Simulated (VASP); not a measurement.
## BN: single point with PBE

BN:

```xyz
2
Lattice="0.0000 1.7809 1.7809 1.7809 0.0000 1.7809 1.7809 1.7809 0.0000" Properties=species:S:1:pos:R:3 pbc="T T T"
B     0.0000    0.0000    0.0000
N     0.8905    0.8905    0.8905
```

| Property | Result |
| --- | --- |
| Program | VASP 6.6.1 |
| Task | single point |
| Functional | PBE |
| Potentials or basis | VASP PAW PBE potentials, release 64 (B, N) |
| Cutoff | 600 eV |
| k mesh | 3 × 3 × 3 |
| Occupations | gaussian, width 0.01 eV |
| Spin | no spin polarisation |
| Dipole correction | no |
| Further INCAR settings | ALGO = Normal; EDIFF = 1e-06; NBANDS = 11 |

The pressure is 25.4 GPa and the band gap on the k mesh is 5.72 eV, indirect (least direct gap 8.93 eV).

Levels at points of the mesh, in eV from the valence-band top:
```
           k point  band 1  band 2  band 3  band 4  band 5  band 6  band 7  band 8  band 9
(0.00, 0.00, 0.00)  -20.80    0.00    0.00    0.00    8.93    8.93    8.93   11.05   25.49
```

Run time: 2.7 s on 1 thread of Intel(R) Xeon(R) Platinum 8488C (Sapphire Rapids), with other jobs on the host, peak memory 0.11 GiB.

Caveat: the k points lie up to 1.02 Å⁻¹ apart. A k mesh can miss the band edges.
